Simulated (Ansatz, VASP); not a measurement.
## One calculation of NbP, two programs

```
CELL_PARAMETERS angstrom
-1.67492 1.67492 5.68271
1.67492 -1.67492 5.68271
1.67492 1.67492 -5.68271
ATOMIC_POSITIONS crystal
Nb 0.24988 0.74988 0.50000
Nb 0.49988 0.49988 0.00000
P 0.83275 0.33275 0.50000
P 0.08275 0.08275 0.00000
```

Alike in both runs: functional PBEsol; k mesh 9 × 9 × 9; occupations fermi-dirac, width 0.05 eV; no spin polarisation.

```csv
,VASP,Ansatz
version,VASP 6.6.1,Ansatz 0.2.0
potentials or method,"VASP PAW PBE potentials, release 64 (Nb_sv, P)",Ansatz PAW
plane-wave cutoff (eV),520,420
valence electrons in the cell,36,36
task,single point,band structure
```

```tsv
	VASP	Ansatz	Ansatz less VASP
gap on the k mesh at the Fermi level (eV)	none	none	-
pressure (GPa)	-4.9	-4.7	+0.22
traceless stress, the component that is largest in VASP (GPa)	1.09	1.08	-0.007
rms of the force components (eV/Å)	0.044	0.045	+0.0005
```

VASP's potentials were made for PBE, not for PBEsol. Atom by atom the forces differ by 0.001 eV/Å (rms over components). A gap of «none» marks a metal or a gap that the smearing closes. With one functional, cell and mesh, what is left measures potentials, basis and numerics.
